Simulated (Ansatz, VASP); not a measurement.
**TeW: VASP beside Ansatz**

```xyz
4
Lattice="0.0000 3.1362 3.1362 5.8387 3.1362 3.1362 5.8387 6.2725 0.0000" Properties=species:S:1:pos:R:3 pbc="T T T"
W    11.6774    9.4087    3.1362
W     8.7581    6.2725    3.1362
Te    1.4597    1.5681    1.5681
Te    4.3790    4.7044    1.5681
```

Alike in both runs: functional PBE; k mesh 12 × 12 × 6; occupations gaussian, width 0.1 eV; collinear spin.

Ansatz relaxed the structure, and its values are those at the end. VASP's run is a single point on that final structure, the one shown.

|  | VASP | Ansatz |
| --- | --- | --- |
| version | VASP 6.6.1 | Ansatz 0.2.0 |
| potentials or method | VASP PAW PBE potentials, release 64 (W_sv, Te), cutoff 520 eV | scalar-relativistic, plane waves, PAW |
| valence electrons in the cell | 40 | 60 |

Ansatz gave:

```
gap on the k mesh at the Fermi level (eV)                     : none
pressure (GPa)                                                : 0.0
net moment per atom (μB)                                      : 0.00
size of the moment on the site where the two differ most (μB) : 0.98
```

Problem. What did VASP give for the same quantities?

Solution. gap on the k mesh at the Fermi level (eV): none; pressure (GPa): 0.0; net moment per atom (μB): 0.00; size of the moment on the site where the two differ most (μB): 1.12.

Site moments also hang on the region over which each program counts them. A gap of «none» marks a metal or a gap that the smearing closes. VASP's potentials hold 40 valence electrons a cell and Ansatz's 60, so a difference there can come from the potentials and not from the codes.

Spin-orbit coupling is off throughout.
